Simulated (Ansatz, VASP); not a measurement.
**One calculation of Zr, two programs**

File INCAR:

```
PREC = Accurate
ENCUT = 520
EDIFF = 1E-7
ISMEAR = 0
SIGMA = 0.15
LREAL = F
LASPH = T
NELM = 60
ALGO = Fast
ISIF = 2
LWAVE = F
LCHARG = T
GGA = PS
LELF = T
LVHAR = T
NBANDS = 19
```

The input KPOINTS:

```
regular mesh
0
Gamma
  18 18 10
```

File POSCAR:

```
Zr
1.0
    3.1835182492      0.0000000000      0.0000000000
   -1.5917591246      2.7570076772      0.0000000000
    0.0000000000      0.0000000000      5.2242050000
Zr
2
Direct
    0.3333333333      0.6666666667      0.2500000000
    0.6666666667      0.3333333333      0.7500000000
```

Input for Ansatz:

```yaml
crystal:
  lattice:
    - [3.1835182492, 0.0, 0.0]
    - [-1.5917591246, 2.7570076772, 0.0]
    - [0.0, 0.0, 5.224205]
  atoms:
    - { symbol: Zr, position: [0.3333333333, 0.6666666667, 0.25] }
    - { symbol: Zr, position: [0.6666666667, 0.3333333333, 0.75] }
basis:
  ecutwfc: 420
kpoints:
  mp_grid: { grid: [18, 18, 10] }
hamiltonian:
  xc: pbesol
scf:
  occupations: { method: gaussian, width: 0.15 }
output:
  forces: true
  stress: true
  eigenvalues: true
```

Change from the starting cell: strain -0.015 along x and y, +0.015 along z, atoms carried along.

Alike in both runs: task single point; functional PBEsol; k mesh 18 × 18 × 10; occupations gaussian, width 0.15 eV; no spin polarisation.

|  | VASP | Ansatz |
| --- | --- | --- |
| version | VASP 6.6.1 | Ansatz 0.2.0 |
| potentials or method | VASP PAW PBE potentials, release 64 (Zr_sv), cutoff 520 eV | scalar-relativistic, plane waves, PAW |
| valence electrons in the cell | 24 | 24 |

|  | VASP | Ansatz | Ansatz less VASP |
| --- | --- | --- | --- |
| gap on the k mesh at the Fermi level (eV) | none | none | - |
| pressure (GPa) | -2.0 | -2.1 | -0.05 |
| traceless stress, the component that is largest in VASP (GPa) | -1.29 | -1.28 | +0.005 |

VASP's potentials were made for PBE, not for PBEsol. A gap of «none» marks a metal or a gap that the smearing closes.
